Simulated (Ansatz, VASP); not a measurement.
# Two plane-wave programs on TaN

File INCAR:

```
PREC = Accurate
ENCUT = 520
EDIFF = 1E-7
ISMEAR = 0
SIGMA = 0.15
LREAL = F
LASPH = T
NELM = 60
ALGO = Normal
ISIF = 2
LWAVE = F
LCHARG = F
GGA = PS
NBANDS = 15
```

KPOINTS

```
Automatic mesh
0
Gamma
  24 24 24
```

POSCAR

```
TaN
1.0
    0.0000000000      2.2534800447      2.2534800447
    2.2534800447      0.0000000000      2.2534800447
    2.2534800447      2.2534800447      0.0000000000
Ta N
1 1
Direct
    0.5000000000      0.5000000000      0.5000000000
    0.0000000000      0.0000000000      0.0000000000
```

Input for Ansatz:

```yaml
crystal:
  lattice:
    - [0.0, 2.2534800447, 2.2534800447]
    - [2.2534800447, 0.0, 2.2534800447]
    - [2.2534800447, 2.2534800447, 0.0]
  atoms:
    - { symbol: Ta, position: [0.5, 0.5, 0.5] }
    - { symbol: "N", position: [0.0, 0.0, 0.0] }
basis:
  ecutwfc: 420
kpoints:
  mp_grid: { grid: [24, 24, 24] }
hamiltonian:
  xc: pbesol
scf:
  occupations: { method: gaussian, width: 0.15 }
output:
  forces: true
  stress: true
  eigenvalues: true
```

Change from the starting cell: strain +0.030 along x and y, +0.030 along z, atoms carried along.

Alike in both runs: task single point; functional PBEsol; k mesh 24 × 24 × 24; occupations gaussian, width 0.15 eV; no spin polarisation.

|  | VASP | Ansatz |
| --- | --- | --- |
| version | VASP 6.6.1 | Ansatz 0.2.0 |
| potentials or method | VASP PAW PBE potentials, release 64 (Ta_pv, N), cutoff 520 eV | scalar-relativistic, plane waves, PAW |
| valence electrons in the cell | 16 | 18 |

```csv
,VASP,Ansatz,Ansatz less VASP
gap on the k mesh at the Fermi level (eV),none,none,-
pressure (GPa),-25.3,-26.0,-0.62
```

VASP's potentials were made for PBE, not for PBEsol. A gap of «none» marks a metal or a gap that the smearing closes. The functional is the same, so the differences come from potentials, cutoffs and numerics. VASP's potentials hold 16 valence electrons a cell and Ansatz's 18, so a difference there can come from the potentials and not from the codes.

Neither program's run includes spin-orbit coupling.
